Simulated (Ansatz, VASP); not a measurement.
**One calculation of NaH, two programs**

```
Na H
1.0
    13.30000    0.00000    0.00000
     0.00000   13.60000    0.00000
     0.00000    0.00000   11.50000
Na H
7 7
Direct
  0.42279 0.50000 0.35147
  0.52220 0.37802 0.59920
  0.52220 0.62198 0.59920
  0.28306 0.50000 0.57702
  0.76561 0.50000 0.59367
  0.67477 0.37118 0.40165
  0.67477 0.62882 0.40165
  0.26869 0.50000 0.40374
  0.76781 0.50000 0.39537
  0.68299 0.36464 0.60181
  0.68299 0.63536 0.60181
  0.42533 0.50000 0.66009
  0.51365 0.37316 0.40666
  0.51365 0.62684 0.40666
```

Alike in both runs: functional PBEsol; k mesh 1 × 1 × 1; occupations gaussian, width 0.05 eV; no spin polarisation.

Ansatz relaxed the structure, and its values are those at the end. VASP's run is a single point on that final structure, the one shown.

```csv
,VASP,Ansatz
version,VASP 6.6.1,Ansatz 0.2.0
potentials or method,"VASP PAW PBE potentials, release 64 (Na_pv, H), cutoff 520 eV","scalar-relativistic, plane waves, PAW"
valence electrons in the cell,56,70
```

|  | VASP | Ansatz | Ansatz less VASP |
| --- | --- | --- | --- |
| gap on the k mesh at the Fermi level (eV) | 3.22 | 3.22 | +0.004 |
| rms of the force components (eV/Å) | 0.007 | 0.005 | -0.0013 |

VASP's potentials were made for PBE, not for PBEsol. VASP's potentials hold 56 valence electrons a cell and Ansatz's 70, so a difference there can come from the potentials and not from the codes. Ansatz's warnings: xc potential rough in thin density.
